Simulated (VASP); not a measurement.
# Pb (P6_3/mmc) in VASP: a series of runs

The runs below take Pb through single point, with PBEsol.

Everything below comes from runs of VASP 6.6.1. Logs are shortened: lines on timing, memory, paths and dates and some standing lists are left out, and cuts for length are marked.

**1. The cell of the first run**

Symmetry: P6_3/mmc, No. 194, hexagonal system. The conventional cell has a = 3.306 Å, b = 3.306 Å, c = 5.730 Å, α = 90.00°, β = 90.00°, γ = 120.00°. Within 4.3 Å of Pb (site symmetry -6m2) lie 12 Pb at 3.31 to 3.44 Å.

This isn't the form of Pb at room conditions, which is fcc.

**2. Single point, PBEsol (strain -0.050 along x and y, +0.025 along z)**

File INCAR:

```
SYSTEM = Pb
PREC = Accurate
ENCUT = 520
EDIFF = 1E-6
ISMEAR = 0
SIGMA = 0.15
LREAL = .False.
LASPH = .True.
NELM = 100
ALGO = Fast
ISIF = 2
LWAVE = .False.
LCHARG = .False.
GGA = PS
NBANDS = 21
```

File KPOINTS:

```
regular mesh
0
Gamma
  15 15 10
  0 0 0
```

File POSCAR:

```
Pb
1.0
    3.3060006560      0.0000000000      0.0000000000
   -1.6530003280      2.8630805531      0.0000000000
    0.0000000000      0.0000000000      5.7297500000
Pb
2
Direct
    0.3333333333      0.6666666667      0.2500000000
    0.6666666667      0.3333333333      0.7500000000
```

Potentials or basis: VASP PAW PBE potentials, release 64 (Pb_d).

Started as:

```sh
cat potpaw_PBE.64/Pb_d/POTCAR > POTCAR
mpirun -np 1 vasp_std > vasp.out
```

OUTCAR:

```text
SYSTEM = Pb
   PREC = Accurate
   ENCUT = 520
   EDIFF = 1E-6
   ISMEAR = 0
   LREAL = .False.
   LASPH = .True.
   NELM = 100
   ISIF = 2
   GGA = PS

 ion  position               nearest neighbor table
   1  0.333  0.667  0.250-   2 3.44   2 3.44   2 3.44   2 3.44   2 3.44   2 3.44
   2  0.667  0.333  0.750-   1 3.44   1 3.44   1 3.44   1 3.44   1 3.44   1 3.44

  LATTYP: Found a hexagonal cell.
 ALAT       =     3.3060006560
 C/A-ratio  =     1.7331363772

  Lattice vectors:

 A1 = (   3.3060006560,   0.0000000000,   0.0000000000)
 A2 = (  -1.6530003280,   2.8630805531,   0.0000000000)
 A3 = (   0.0000000000,   0.0000000000,   5.7297500000)

Analysis of symmetry for initial positions (statically):
=====================================================================
 Subroutine PRICEL returns:
 Original cell was already a primitive cell.

 Routine SETGRP: Setting up the symmetry group for a
 hexagonal supercell.

 Subroutine GETGRP returns: Found 24 space group operations
 (whereof 12 operations were pure point group operations)
 out of a pool of 24 trial point group operations.

The static configuration has the point symmetry D_3d.
 The point group associated with its full space group is D_6h.

Analysis of symmetry for dynamics (positions and initial velocities):
=====================================================================
 Subroutine PRICEL returns:
 Original cell was already a primitive cell.

 Routine SETGRP: Setting up the symmetry group for a
 hexagonal supercell.

 Subroutine GETGRP returns: Found 24 space group operations
 (whereof 12 operations were pure point group operations)
 out of a pool of 24 trial point group operations.

The dynamic configuration has the point symmetry D_3d.
 The point group associated with its full space group is D_6h.

 Subroutine INISYM returns: Found 24 space group operations
 (whereof 12 operations are pure point group operations),
 and found     1 'primitive' translations

----------------------------------------------------------------------------------------

                                     Primitive cell

  volume of cell :      54.2341

  direct lattice vectors                    reciprocal lattice vectors
     3.306000656  0.000000000  0.000000000     0.302480279  0.174637070  0.000000000
    -1.653000328  2.863080553  0.000000000     0.000000000  0.349274141  0.000000000
     0.000000000  0.000000000  5.729750000     0.000000000  0.000000000  0.174527684

  length of vectors
     3.306000656  3.306000656  5.729750000     0.349274141  0.349274141  0.174527684

  position of ions in fractional coordinates (direct lattice)
     0.333333333  0.666666667  0.250000000
     0.666666667  0.333333333  0.750000000

  ion indices of the primitive-cell ions
   primitive index   ion index
                 1           1
                 2           2

----------------------------------------------------------------------------------------

 KPOINTS: regular mesh

Automatic generation of k-mesh.
 Grid dimensions read from file:
 generate k-points for:   15   15   10

 Generating k-lattice:

  Cartesian coordinates                     Fractional coordinates (reciprocal lattice)
     0.020165352  0.011642471  0.000000000     0.066666667  0.000000000  0.000000000
     0.000000000  0.023284943  0.000000000     0.000000000  0.066666667  0.000000000
     0.000000000  0.000000000  0.017452768     0.000000000  0.000000000  0.100000000

  Length of vectors
     0.023284943  0.023284943  0.017452768

  Shift w.r.t. Gamma in fractional coordinates (k-lattice)
     0.000000000  0.000000000  0.000000000

 Subroutine IBZKPT returns following result:
 ===========================================

 Found    162 irreducible k-points:

 Following reciprocal coordinates:
            Coordinates               Weight
  0.000000  0.000000  0.000000      1.000000
  0.066667  0.000000  0.000000      6.000000
  0.133333  0.000000  0.000000      6.000000
  0.200000  0.000000  0.000000      6.000000
  0.266667  0.000000  0.000000      6.000000
  0.333333  0.000000  0.000000      6.000000
[... 16 lines left out ...]
  0.333333  0.200000  0.000000     12.000000
  0.400000  0.200000  0.000000      6.000000
 [... further k-points ...]
   k-points           NKPTS =    162   k-points in BZ     NKDIM =    162   number of bands    NBANDS=     21
   number of dos      NEDOS =    301   number of ions     NIONS =      2
   total plane-waves  NPLWV =  37632
   dimension x,y,z NGX =    28 NGY =   28 NGZ =   48
   dimension x,y,z NGXF=    56 NGYF=   56 NGZF=   96
   ions per type =               2
   NGX,Y,Z   is equivalent  to a cutoff of  14.08, 14.08, 13.93 a.u.
   NGXF,Y,Z  is equivalent  to a cutoff of  28.16, 28.16, 27.85 a.u.
 SYSTEM =  Pb
   PREC   = accura    normal or accurate (medium, high low for compatibility)
   ISTART =      0    job   : 0-new  1-cont  2-samecut
   ICHARG =      2    charge: 1-file 2-atom 10-const
   ISPIN  =      1    spin polarized calculation?
   LNONCOLLINEAR =      F non collinear calculations
   LSORBIT =      F    spin-orbit coupling
   LASPH  =      T    aspherical Exc in radial PAW
   ENCUT  =  520.0 eV  38.22 Ry    6.18 a.u.   6.15  6.15 10.65*2*pi/ulx,y,z
   NELM   =    100;   NELMIN=  2; NELMDL= -5     # of ELM steps
   EDIFF  = 0.1E-05   stopping-criterion for ELM
   LREAL  =      F    real-space projection
   EDIFFG = 0.1E-04   stopping-criterion for IOM
   NSW    =      0    number of steps for IOM
   IBRION =     -1    ionic relax: 0-MD 1-quasi-New 2-CG
   NFREE  =      0    steps in history (QN), initial steepest desc. (CG)
   ISIF   =      2    stress and relaxation
   ISYM   =      2    0-nonsym 1-usesym 2-fastsym
   POTIM  = 0.5000    time-step for ionic-motion
   TEBEG  =    0.0;   TEEND  =   0.0 temperature during run
   PSTRESS=    0.0 pullay stress
   NELECT =      28.0000    total number of electrons
   NUPDOWN=      -1.0000    fix difference up-down
   EMIN   =  10.00;   EMAX   =-10.00  energy-range for DOS
   EFERMI =   0.00;   METHOD = LEGACY
   ISMEAR =     0;   SIGMA  =   0.15  broadening in eV -4-tet -1-fermi 0-gaus
   EFERMI_NEDOS =   21; number of points for ismear=-14 and -15
   IALGO  =     68    algorithm
   IMIX   =      4    mixing-type and parameters
     AMIX     =   0.40;   BMIX     =  1.00
     AMIX_MAG =   1.60;   BMIX_MAG =  1.00
  volume/ion in A,a.u.               =      27.12       182.99
  Fermi-wavevector in a.u.,A,eV,Ry     =   1.313319  2.481812 23.467409  1.724806
  Thomas-Fermi vector in A             =   2.443650
   LORBIT       =      0    0 simple, 1 ext, 2 COOP (PROOUT), +10 PAW based schemes
   GGA     = PS    functional components
   LHFCALC =     F    Hartree Fock is set to
   AEXX    =    0.0000 exact exchange contribution
   IVDW    =     0    specifies the selected vdW correction
   LEPSILON=     F    determine dielectric tensor
   LRPA    =     F    only Hartree local field effects (RPA)
 non-spin polarized calculation
 RMM-DIIS sequential band-by-band and
 Gauss-broadening in eV      SIGMA  =   0.15
  energy-cutoff  :      520.00
  volume of cell :       54.23
 maximum number of plane-waves:      1485
 NGX is ok and might be reduce to    28
   NGX = 13   NGY = 13   NGZ = 21

 number of electron      28.0000005 magnetization

 Free energy of the ion-electron system (eV)
  ---------------------------------------------------
  ext. energy  EPLUGINS =         0.00000000
  ---------------------------------------------------
  free energy    TOTEN  =        -7.87278432 eV

  energy without entropy =       -7.86175422  energy(sigma->0) =       -7.86726927

 E-fermi :   8.3998     XC(G=0): -10.8899

 val. band max:        8.3974344656   @ k =   0.2667   0.2667   0.4000
 cond. band min:       8.4565954891   @ k =   0.2667   0.0000   0.2000
 fundamental gap:      0.0591610235
 Fermi energy:         8.3997617503

 k-point     1 :       0.0000    0.0000    0.0000
  band No.  band energies     occupation
      1      -8.7673      2.00000
      2      -8.7370      2.00000
      3      -8.6766      2.00000
      4      -8.6766      2.00000
      5      -8.6521      2.00000
      6      -8.6521      2.00000
[... 13 lines left out ...]
     20      18.4444      0.00000
     21      19.9945      0.00000

 k-point     2 :       0.0667    0.0000    0.0000
  band No.  band energies     occupation
      1      -8.7578      2.00000
      2      -8.7318      2.00000
      3      -8.6742      2.00000
      4      -8.6595      2.00000
      5      -8.6523      2.00000
      6      -8.6356      2.00000
[... 13 lines left out ...]
     20      18.9059      0.00000
     21      20.0386      0.00000

 k-point     3 :       0.1333    0.0000    0.0000
  band No.  band energies     occupation
      1      -8.7625      2.00000
      2      -8.7047      2.00000
      3      -8.6740      2.00000
      4      -8.6287      2.00000
      5      -8.6110      2.00000
      6      -8.5887      2.00000
[... 13 lines left out ...]
     20      18.8132      0.00000
     21      19.5211      0.00000

 k-point     4 :       0.2000    0.0000    0.0000
  band No.  band energies     occupation
      1      -8.7958      2.00000
      2      -8.6927      2.00000
      3      -8.6530      2.00000
      4      -8.5834      2.00000
      5      -8.5639      2.00000
      6      -8.5458      2.00000
[... 13 lines left out ...]
     20      17.9552      0.00000
     21      19.3773      0.00000

 k-point     5 :       0.2667    0.0000    0.0000
  band No.  band energies     occupation
      1      -8.8374      2.00000
      2      -8.7188      2.00000
      3      -8.6365      2.00000
      4      -8.5957      2.00000
      5      -8.5687      2.00000
      6      -8.4849      2.00000
[... 13 lines left out ...]
     20      17.8414      0.00000
     21      18.9078      0.00000

 k-point     6 :       0.3333    0.0000    0.0000
  band No.  band energies     occupation
      1      -8.8771      2.00000
      2      -8.7459      2.00000
      3      -8.6899      2.00000
      4      -8.5896      2.00000
      5      -8.5431      2.00000
      6      -8.5055      2.00000
[... 13 lines left out ...]
     20      17.6582      0.00000
     21      19.2765      0.00000

 k-point     7 :       0.4000    0.0000    0.0000
  band No.  band energies     occupation
      1      -8.9079      2.00000
      2      -8.7681      2.00000
      3      -8.7327      2.00000
      4      -8.6053      2.00000
      5      -8.5335      2.00000
      6      -8.5034      2.00000
[... 13 lines left out ...]
     20      17.3880      0.00000
     21      19.5782      0.00000
[... 291 lines left out ...]
      1      -8.8494      2.00000
      2      -8.7569      2.00000
      3      -8.7104      2.00000
      4      -8.6164      2.00000
      5      -8.5482      2.00000
      6      -8.4905      2.00000
[... 13 lines left out ...]
     20      17.8316      0.00000
     21      21.2834      0.00000

 k-point    21 :       0.2000    0.2000    0.0000
  band No.  band energies     occupation
      1      -8.7324      2.00000
      2      -8.7153      2.00000
      3      -8.6828      2.00000
      4      -8.6203      2.00000
      5      -8.5712      2.00000
      6      -8.5347      2.00000
[... 13 lines left out ...]
     20      19.4098      0.00000
     21      19.9283      0.00000

 k-point    22 :       0.2667    0.2000    0.0000
  band No.  band energies     occupation
      1      -8.7469      2.00000
      2      -8.7240      2.00000
      3      -8.6735      2.00000
      4      -8.6244      2.00000
      5      -8.5499      2.00000
      6      -8.5150      2.00000
[... 13 lines left out ...]
     20      19.9758      0.00000
     21      20.2869      0.00000

 k-point    23 :       0.3333    0.2000    0.0000
  band No.  band energies     occupation
      1      -8.7623      2.00000
      2      -8.7524      2.00000
      3      -8.6459      2.00000
      4      -8.6184      2.00000
      5      -8.5424      2.00000
      6      -8.5175      2.00000
[... 13 lines left out ...]
     20      19.8148      0.00000
     21      21.2594      0.00000

 k-point    24 :       0.4000    0.2000    0.0000
  band No.  band energies     occupation
      1      -8.7679      2.00000
      2      -8.7624      2.00000
      3      -8.6392      2.00000
      4      -8.6124      2.00000
      5      -8.5559      2.00000
      6      -8.4928      2.00000
[... 13 lines left out ...]
     20      19.7554      0.00000
     21      22.1713      0.00000

 [... further k-points ...]

------------------------ aborting loop because EDIFF is reached ----------------------------------------

  FORCE on cell =-STRESS in cart. coord.  units (eV):
  Direction    XX          YY          ZZ          XY          YZ          ZX
  --------------------------------------------------------------------------------------
  -------------------------------------------------------------------------------------
  Total        2.4507556      2.4507556      1.0453099      0.0000000      0.0000000     -0.0000000
  in kB       72.3999750     72.3999750     30.8804389      0.0000000      0.0000000     -0.0000000
  external PRESSURE =      58.5601296 kB  Pullay stress =       0.0000000 kB

 VOLUME and BASIS-vectors are now :
 -----------------------------------------------------------------------------
  energy-cutoff  :      520.00
  volume of cell :       54.23
      direct lattice vectors                 reciprocal lattice vectors
     3.306000656  0.000000000  0.000000000     0.302480279  0.174637070  0.000000000
    -1.653000328  2.863080553  0.000000000     0.000000000  0.349274141  0.000000000
     0.000000000  0.000000000  5.729750000     0.000000000  0.000000000  0.174527684

 POSITION                                       TOTAL-FORCE (eV/Angst)
 -----------------------------------------------------------------------------------
     -0.00000      1.90872      1.43244         0.000000     -0.000000      0.000000
      1.65300      0.95436      4.29731        -0.000000      0.000000      0.000000
 -----------------------------------------------------------------------------------
    total drift:                               -0.000000      0.000000      0.000000

  FREE ENERGIE OF THE ION-ELECTRON SYSTEM (eV)
  ---------------------------------------------------
  free  energy   TOTEN  =        -7.8727843187 eV

  energy  without entropy=       -7.8617542186  energy(sigma->0) =       -7.86726927
```

It took 5.9 min on 1 thread of AMD EPYC 7R13, shared host; peak memory 0.26 GiB.

What came out:

* Free energy: -7.8728 eV
* Pressure: 5.9 GPa
* Band gap on the k mesh: zero (bands 14 and 15 overlap by 9.18 eV)

Stress tensor (GPa, compression positive):
```
7.24 0.00 0.00
0.00 7.24 0.00
0.00 0.00 3.09
```

Caveat: the cell differs from its parent crystal (strain -0.050 along x and y, +0.025 along z); the cell stands under pressure; the PAW data sets were made with another functional, which shifts forces and pressure a little; spin-orbit coupling is left out, which moves the levels of the heavy elements.

**3. Single point, PBEsol (strain -0.050 along x and y, +0.050 along z)**

File INCAR:

```
SYSTEM = Pb
PREC     = Accurate       ! precision mode
ENCUT    = 520            ! plane-wave cutoff, eV
EDIFF    = 1E-6           ! SCF threshold, eV
ISMEAR   = 0              ! smearing method
SIGMA    = 0.15           ! smearing width, eV
LREAL    = .False.        ! projectors in reciprocal space
LASPH    = .True.         ! aspherical terms in the spheres
NELM     = 60             ! most SCF steps
ALGO     = Fast           ! electronic algorithm
ISIF     = 2              ! what is computed and relaxed
LWAVE    = .False.        ! write WAVECAR
LCHARG   = .False.        ! write CHGCAR
GGA      = PS             ! functional
NBANDS   = 21             ! bands
```

KPOINTS is that of step 2.

POSCAR: that of step 2 with these lines changed.

```diff
@@ -4,3 +4,3 @@
    -1.6530003280      2.8630805531      0.0000000000
-    0.0000000000      0.0000000000      5.7297500000
+    0.0000000000      0.0000000000      5.8695000000
 Pb
```

Potentials or basis: VASP PAW PBE potentials, release 64 (Pb_d).

Started as:

```sh
cat potpaw_PBE.64/Pb_d/POTCAR > POTCAR
mpirun -np 1 vasp_std > vasp.out
```

It took 5.5 min on 1 thread of AMD EPYC 7R13, shared host; peak memory 0.26 GiB.

It converged, with:

| Property | Result |
| --- | --- |
| Free energy | -7.8894 eV |
| Pressure | 4.3 GPa |
| Band gap on the k mesh | zero (bands 14 and 15 overlap by 8.52 eV) |

Stress tensor (GPa, compression positive):
```
6.06 0.00 0.00
0.00 6.06 0.00
0.00 0.00 0.92
```

Levels at points of the mesh, in eV from the Fermi level:
```tsv
k point	band 11	band 12	band 13	band 14	band 15	band 16	band 17	band 18
(0.00, 0.00, 0.00)	-12.40	-9.00	-4.83	6.42	7.15	7.15	8.85	8.85
(0.00, 0.00, 0.50)	-11.25	-11.25	-0.13	-0.13	7.93	7.93	7.93	7.93
```

Caveat: the cell differs from its parent crystal (strain -0.050 along x and y, +0.050 along z); the stress differs along the axes, from 1 to 6 GPa; the PAW data sets were made with another functional, which shifts forces and pressure a little; spin-orbit coupling is left out, which moves the levels of the heavy elements.

The gap in the log of VASP goes by the Fermi energy; the results here count the filled bands.